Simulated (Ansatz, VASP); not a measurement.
## ZnSe: VASP beside Ansatz

```
Zn Se
1.0
     4.10770    0.00000    0.00000
     0.00000    4.10770    0.00000
     0.00000    0.00000    6.07035
Zn Se
2 2
Direct
  0.00000 0.00000 0.00000
  0.50000 0.50000 0.00000
  0.00000 0.50000 0.24628
  0.50000 0.00000 0.75372
```

Alike in both runs: task single point; functional r2SCAN; k mesh 4 × 4 × 4; no spin polarisation.

|  | VASP | Ansatz |
| --- | --- | --- |
| version | VASP 6.6.1 | Ansatz 0.2.0 |
| potentials or method | VASP PAW PBE potentials, release 64 (Zn, Se), cutoff 520 eV | plane waves, PAW |
| occupations | gaussian, width 0.01 eV | fixed |
| valence electrons in the cell | 36 | 56 |

```tsv
	VASP	Ansatz	Ansatz less VASP
gap on the k mesh at the Fermi level (eV)	2.41	2.42	+0.011
```

VASP's potentials were made for PBE, not for r2SCAN. VASP's potentials hold 36 valence electrons a cell and Ansatz's 56, so a difference there can come from the potentials and not from the codes.
